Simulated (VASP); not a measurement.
# SrMg (P4/mmm) in VASP: further runs

Runs on SrMg. Level: LDA. Tasks: single point.

Program: VASP 6.6.1. These are calculated values, not measurements. Logs are shortened: lines on timing, memory, paths and dates and some standing lists are left out, and cuts for length are marked.

**1. The cell of the first run**

Symmetry: P4/mmm, No. 123, tetragonal system. Conventional cell: a = 3.822 Å, b = 3.822 Å, c = 3.900 Å, α = 90.00°, β = 90.00°, γ = 90.00°. Sr (site symmetry 4/mmm) has 8 Mg at 3.33 Å and 6 Sr at 3.82 to 3.90 Å within 4.4 Å. Within 4.4 Å of Mg (site symmetry 4/mmm) lie 8 Sr at 3.33 Å and 6 Mg at 3.82 to 3.90 Å.

**2. Single point, LDA (equal xx and yy strain of -2 %)**

INCAR reads:

```
ALGO = Normal
EDIFF = 1E-6
ENCUT = 520
ISIF = 2
ISMEAR = -1
LASPH = True
LCHARG = False
LREAL = False
LWAVE = False
NBANDS = 13
NELM = 60
PREC = Accurate
SIGMA = 0.05
```

KPOINTS reads:

```
k-points
0
Gamma
  9 9 9
```

POSCAR reads:

```
SrMg
1.0
    3.8220000000      0.0000000000      0.0000000000
    0.0000000000      3.8220000000      0.0000000000
    0.0000000000      0.0000000000      3.9000000000
Sr Mg
1 1
Direct
    0.5000000000      0.5000000000      0.5000000000
    0.0000000000      0.0000000000      0.0000000000
```

Potentials or basis: VASP PAW LDA potentials, release 64 (Sr_sv, Mg).

On the command line:

```console
> cat potpaw_LDA.64/Sr_sv/POTCAR potpaw_LDA.64/Mg/POTCAR > POTCAR
> mpirun -np 1 vasp_std > vasp.out
```

OUTCAR:

```text
EDIFF = 1E-6
   ENCUT = 520
   ISIF = 2
   ISMEAR = -1
   LASPH = True
   LREAL = False
   NELM = 60
   PREC = Accurate

 ion  position               nearest neighbor table
   1  0.500  0.500  0.500-   2 3.33   2 3.33   2 3.33   2 3.33   2 3.33   2 3.33   2 3.33   2 3.33

   2  0.000  0.000  0.000-   1 3.33   1 3.33   1 3.33   1 3.33   1 3.33   1 3.33   1 3.33   1 3.33

  LATTYP: Found a simple tetragonal cell.
 ALAT       =     3.8220000000
 C/A-ratio  =     1.0204081633

  Lattice vectors:

 A1 = (   3.8220000000,   0.0000000000,   0.0000000000)
 A2 = (   0.0000000000,   3.8220000000,   0.0000000000)
 A3 = (   0.0000000000,   0.0000000000,   3.9000000000)

Analysis of symmetry for initial positions (statically):
=====================================================================
 Subroutine PRICEL returns:
 Original cell was already a primitive cell.

 Routine SETGRP: Setting up the symmetry group for a
 simple tetragonal supercell.

 Subroutine GETGRP returns: Found 16 space group operations
 (whereof 16 operations were pure point group operations)
 out of a pool of 16 trial point group operations.

The static configuration has the point symmetry D_4h.

Analysis of symmetry for dynamics (positions and initial velocities):
=====================================================================
 Subroutine PRICEL returns:
 Original cell was already a primitive cell.

 Routine SETGRP: Setting up the symmetry group for a
 simple tetragonal supercell.

 Subroutine GETGRP returns: Found 16 space group operations
 (whereof 16 operations were pure point group operations)
 out of a pool of 16 trial point group operations.

The dynamic configuration has the point symmetry D_4h.

 Subroutine INISYM returns: Found 16 space group operations
 (whereof 16 operations are pure point group operations),
 and found     1 'primitive' translations

----------------------------------------------------------------------------------------

                                     Primitive cell

  volume of cell :      56.9700

  direct lattice vectors                    reciprocal lattice vectors
     3.822000000  0.000000000  0.000000000     0.261643119  0.000000000  0.000000000
     0.000000000  3.822000000  0.000000000     0.000000000  0.261643119  0.000000000
     0.000000000  0.000000000  3.900000000     0.000000000  0.000000000  0.256410256

  length of vectors
     3.822000000  3.822000000  3.900000000     0.261643119  0.261643119  0.256410256
[... 82 lines left out ...]
   LREAL  =      F    real-space projection
[... 7 lines left out ...]
   TEBEG  =    0.0;   TEEND  =   0.0 temperature during run
   PSTRESS=    0.0 pullay stress
   NELECT =      12.0000    total number of electrons
   NUPDOWN=      -1.0000    fix difference up-down
   EMIN   =  10.00;   EMAX   =-10.00  energy-range for DOS
   EFERMI =   0.00;   METHOD = LEGACY
   ISMEAR =    -1;   SIGMA  =   0.05  broadening in eV -4-tet -1-fermi 0-gaus
   EFERMI_NEDOS =   21; number of points for ismear=-14 and -15
   IALGO  =     38    algorithm
   IMIX   =      4    mixing-type and parameters
     AMIX     =   0.40;   BMIX     =  1.00
     AMIX_MAG =   1.60;   BMIX_MAG =  1.00
  volume/ion in A,a.u.               =      28.48       192.23
  Fermi-wavevector in a.u.,A,eV,Ry     =   0.974062  1.840710 12.909163  0.948797
  Thomas-Fermi vector in A             =   2.104492
   LORBIT       =      0    0 simple, 1 ext, 2 COOP (PROOUT), +10 PAW based schemes
   GGA     = CA    functional components
   LHFCALC =     F    Hartree Fock is set to
   AEXX    =    0.0000 exact exchange contribution
   IVDW    =     0    specifies the selected vdW correction
   LEPSILON=     F    determine dielectric tensor
   LRPA    =     F    only Hartree local field effects (RPA)
 non-spin polarized calculation
  energy-cutoff  :      520.00
  volume of cell :       56.97
 maximum number of plane-waves:      1553
   NGX = 15   NGY = 15   NGZ = 15

 number of electron      12.0000000 magnetization

 Free energy of the ion-electron system (eV)
  ---------------------------------------------------
  ext. energy  EPLUGINS =         0.00000000
  ---------------------------------------------------
  free energy    TOTEN  =        -3.78888211 eV

  energy without entropy =       -3.77822914  energy(sigma->0) =       -3.78355562

 E-fermi :   2.7967     XC(G=0):  -8.9998

 val. band max:        2.7811546167   @ k =   0.4444   0.2222   0.3333
 cond. band min:       2.8017540382   @ k =   0.4444   0.3333   0.2222
 fundamental gap:      0.0205994215
 Fermi energy:         2.7967477900

 k-point     1 :       0.0000    0.0000    0.0000
  band No.  band energies     occupation
      1     -32.5259      2.00000
      2     -14.5851      2.00000
      3     -14.5641      2.00000
      4     -14.5641      2.00000
      5      -2.5427      2.00000
      6       3.3259      0.00005
      7       3.3831      0.00002
      8       7.1968      0.00000
      9       7.5552      0.00000
     10       7.5552      0.00000
     11       7.9493      0.00000
     12       7.9493      0.00000
     13       8.1044      0.00000
[... 354 lines left out ...]
  band No.  band energies     occupation
      1     -32.4987      2.00000
      2     -14.9109      2.00000
      3     -14.5822      2.00000
      4     -14.5690      2.00000
      5      -0.0517      2.00000
      6       1.0443      2.00000
      7       4.2487      0.00000
      8       4.7062      0.00000
      9       5.3412      0.00000
     10       7.2797      0.00000
     11       9.3345      0.00000
     12       9.4641      0.00000
     13      10.5858      0.00000

 [... further k-points ...]

------------------------ aborting loop because EDIFF is reached ----------------------------------------

  FORCE on cell =-STRESS in cart. coord.  units (eV):
  Direction    XX          YY          ZZ          XY          YZ          ZX
  --------------------------------------------------------------------------------------
  -------------------------------------------------------------------------------------
  Total        1.7510486      1.7510486      1.6355034      0.0000000      0.0000000     -0.0000000
  in kB       49.2450753     49.2450753     45.9955749      0.0000000      0.0000000     -0.0000000
  external PRESSURE =      48.1619085 kB  Pullay stress =       0.0000000 kB

 VOLUME and BASIS-vectors are now :
 -----------------------------------------------------------------------------
  energy-cutoff  :      520.00
  volume of cell :       56.97
      direct lattice vectors                 reciprocal lattice vectors
     3.822000000  0.000000000  0.000000000     0.261643119  0.000000000  0.000000000
     0.000000000  3.822000000  0.000000000     0.000000000  0.261643119  0.000000000
     0.000000000  0.000000000  3.900000000     0.000000000  0.000000000  0.256410256

 POSITION                                       TOTAL-FORCE (eV/Angst)
 -----------------------------------------------------------------------------------
      1.91100      1.91100      1.95000         0.000000      0.000000      0.000000
      0.00000      0.00000      0.00000         0.000000      0.000000      0.000000
 -----------------------------------------------------------------------------------
    total drift:                                0.000000      0.000000      0.000000

  FREE ENERGIE OF THE ION-ELECTRON SYSTEM (eV)
  ---------------------------------------------------
  free  energy   TOTEN  =        -3.7888821119 eV

  energy  without entropy=       -3.7782291352  energy(sigma->0) =       -3.78355562
```

Wall time 42 s (1 thread of Intel Xeon 8259CL, shared host); peak memory 0.19 GiB.

Results:

- Free energy: -3.7889 eV
- Pressure: 4.8 GPa
- Band gap on the k mesh: zero (bands 6 and 7 overlap by 1.36 eV)

Caveat: the cell differs from its parent crystal (equal xx and yy strain of -2 %); the cell stands under pressure.

**3. Single point, LDA (equal xx and yy strain of -1 %)**

INCAR reads:

```
SYSTEM = SrMg
PREC     = Accurate       ! precision mode
ENCUT    = 520            ! plane-wave cutoff, eV
EDIFF    = 1E-7           ! SCF threshold, eV
ISMEAR   = -1             ! smearing method
SIGMA    = 0.05           ! smearing width, eV
LREAL    = .False.        ! projectors in reciprocal space
LASPH    = .True.         ! aspherical terms in the spheres
NELM     = 60             ! most SCF steps
ALGO     = Normal         ! electronic algorithm
ISIF     = 2              ! what is computed and relaxed
LWAVE    = .False.        ! write WAVECAR
LCHARG   = .False.        ! write CHGCAR
GGA      = CA             ! functional
NBANDS   = 13             ! bands
```

KPOINTS reads:

```
regular mesh
0
Gamma
  9 9 9
  0 0 0
```

POSCAR reads:

```
SrMg
1.0
    3.8610000000      0.0000000000      0.0000000000
    0.0000000000      3.8610000000      0.0000000000
    0.0000000000      0.0000000000      3.9000000000
Sr Mg
1 1
Direct
    0.5000000000      0.5000000000      0.5000000000
    0.0000000000      0.0000000000      0.0000000000
```

Potentials or basis: VASP PAW LDA potentials, release 64 (Sr_sv, Mg).

On the command line:

```console
> cat potpaw_LDA.64/Sr_sv/POTCAR potpaw_LDA.64/Mg/POTCAR > POTCAR
> mpirun -np 1 vasp_std > vasp.out
```

Wall time 54 s (1 thread of Intel Xeon 8259CL, shared host); peak memory 0.2 GiB.

Results (log left out):

```yaml
Free_energy: -3.8217 eV
Pressure: 4.0 GPa
Band_gap_on_the_k_mesh: zero (bands 6 and 7 overlap by 1.37 eV)
```

Stress tensor (GPa, compression positive):
```
4.07 0.00 0.00
0.00 4.07 0.00
0.00 0.00 3.91
```

Levels at points of the mesh, in eV from the Fermi level:
```
           k point  band 2  band 3  band 4  band 5  band 6  band 7  band 8  band 9  band 10  band 11
(0.00, 0.00, 0.00)  -17.42  -17.41  -17.41   -5.30    0.56    0.59    4.42    4.60     4.60     5.10
```

Caveat: the cell differs from its parent crystal (equal xx and yy strain of -1 %); the cell stands under pressure.

**4. Single point, LDA (equal xx and yy strain of +1 %)**

INCAR reads:

```
PREC = Accurate ; ENCUT = 520
EDIFF = 1E-6 ; ISMEAR = -1
SIGMA = 0.05 ; LREAL = False
LASPH = True ; NELM = 100
ALGO = Normal ; ISIF = 2
LWAVE = False ; LCHARG = False
NBANDS = 13
```

KPOINTS reads:

```
Automatic mesh
0
Gamma
  9 9 9
```

POSCAR reads:

```
SrMg
1.0
    3.9390000000      0.0000000000      0.0000000000
    0.0000000000      3.9390000000      0.0000000000
    0.0000000000      0.0000000000      3.9000000000
Sr Mg
1 1
Direct
    0.5000000000      0.5000000000      0.5000000000
    0.0000000000      0.0000000000      0.0000000000
```

On the command line:

```console
> cat potpaw_LDA.64/Sr_sv/POTCAR potpaw_LDA.64/Mg/POTCAR > POTCAR
> mpirun -np 1 vasp_std > vasp.out
```

It took 53 s on 1 thread of Intel Xeon 8259CL, shared host; peak memory 0.2 GiB.

Results (log left out):

```
Free energy            : -3.8705 eV
Pressure               : 2.6 GPa
Band gap on the k mesh : zero (bands 6 and 7 overlap by 1.34 eV)
```

Stress tensor (GPa, compression positive):
```
2.55 0.00 0.00
0.00 2.55 0.00
0.00 0.00 2.72
```

Levels at points of the mesh, in eV from the Fermi level:
```csv
k point,band 4,band 5,band 6,band 7,band 8,band 9
"(0.00, 0.00, 0.00)",-17.49,-5.22,0.61,0.63,4.30,4.30
```

Caveat: the cell differs from its parent crystal (equal xx and yy strain of +1 %).

**5. Single point, LDA (equal xx and yy strain of +2 %)**

INCAR reads:

```
PREC = Accurate
ENCUT = 520
EDIFF = 1E-7
ISMEAR = -1
SIGMA = 0.05
LREAL = F
LASPH = T
NELM = 80
ALGO = Normal
ISIF = 2
LWAVE = F
LCHARG = T
LELF = T
LVHAR = T
NBANDS = 13
```

KPOINTS is that of step 4.

POSCAR reads:

```
SrMg
1.0
    3.9780000000      0.0000000000      0.0000000000
    0.0000000000      3.9780000000      0.0000000000
    0.0000000000      0.0000000000      3.9000000000
Sr Mg
1 1
Direct
    0.5000000000      0.5000000000      0.5000000000
    0.0000000000      0.0000000000      0.0000000000
```

Potentials or basis: VASP PAW LDA potentials, release 64 (Sr_sv, Mg).

On the command line:

```console
> cat potpaw_LDA.64/Sr_sv/POTCAR potpaw_LDA.64/Mg/POTCAR > POTCAR
> mpirun -np 1 vasp_std > vasp.out
```

OUTCAR:

```text
PREC = Accurate
   ENCUT = 520
   EDIFF = 1E-7
   ISMEAR = -1
   LREAL = F
   LASPH = T
   NELM = 80
   ISIF = 2

 ion  position               nearest neighbor table
   1  0.500  0.500  0.500-   2 3.42   2 3.42   2 3.42   2 3.42   2 3.42   2 3.42   2 3.42   2 3.42

   2  0.000  0.000  0.000-   1 3.42   1 3.42   1 3.42   1 3.42   1 3.42   1 3.42   1 3.42   1 3.42

  LATTYP: Found a simple tetragonal cell.
 ALAT       =     3.9780000000
 C/A-ratio  =     0.9803921569

[... 572 lines left out ...]

------------------------ aborting loop because EDIFF is reached ----------------------------------------

  FORCE on cell =-STRESS in cart. coord.  units (eV):
  Direction    XX          YY          ZZ          XY          YZ          ZX
  --------------------------------------------------------------------------------------
  -------------------------------------------------------------------------------------
  Total        0.7163389      0.7163389      0.8537459      0.0000000      0.0000000     -0.0000000
  in kB       18.5966596     18.5966596     22.1638410      0.0000000      0.0000000     -0.0000000
  external PRESSURE =      19.7857200 kB  Pullay stress =       0.0000000 kB

 VOLUME and BASIS-vectors are now :
 -----------------------------------------------------------------------------
  energy-cutoff  :      520.00
  volume of cell :       61.72
      direct lattice vectors                 reciprocal lattice vectors
     3.978000000  0.000000000  0.000000000     0.251382604  0.000000000  0.000000000
     0.000000000  3.978000000  0.000000000     0.000000000  0.251382604  0.000000000
     0.000000000  0.000000000  3.900000000     0.000000000  0.000000000  0.256410256

 POSITION                                       TOTAL-FORCE (eV/Angst)
 -----------------------------------------------------------------------------------
      1.98900      1.98900      1.95000         0.000000      0.000000      0.000000
      0.00000      0.00000      0.00000         0.000000      0.000000      0.000000
 -----------------------------------------------------------------------------------
    total drift:                                0.000000      0.000000      0.000000

  FREE ENERGIE OF THE ION-ELECTRON SYSTEM (eV)
  ---------------------------------------------------
  free  energy   TOTEN  =        -3.8871249017 eV

  energy  without entropy=       -3.8746096188  energy(sigma->0) =       -3.88086726
```

Run time: 54 s. Hardware: 1 thread of Intel Xeon 8259CL, shared host; peak memory 0.2 GiB.

Results:

| Quantity | Value |
| --- | --- |
| Free energy | -3.8871 eV |
| Pressure | 2.0 GPa |
| Band gap on the k mesh | zero (bands 6 and 7 overlap by 1.31 eV) |

Caveat: the cell differs from its parent crystal (equal xx and yy strain of +2 %).

**6. The runs side by side**

```tsv
cell	gap on the mesh (eV)	pressure (GPa)
a = 3.822, b = 3.822, c = 3.900 Å, 2 atoms	none	4.8
a = 3.861, b = 3.861, c = 3.900 Å, 2 atoms	none	4.0
a = 3.939, b = 3.939, c = 3.900 Å, 2 atoms	none	2.6
a = 3.978, b = 3.978, c = 3.900 Å, 2 atoms	none	2.0
```

Alike in all rows: task single point; level LDA; potentials or basis VASP PAW LDA potentials, release 64 (Sr_sv, Mg); no spin polarisation; k mesh 9 × 9 × 9; cutoff (eV) 520; smearing fermi-dirac 0.05 eV.

Caveats: the cell stands under pressure (at least some runs).

Absolute energies hang on the potentials; compare differences alone.
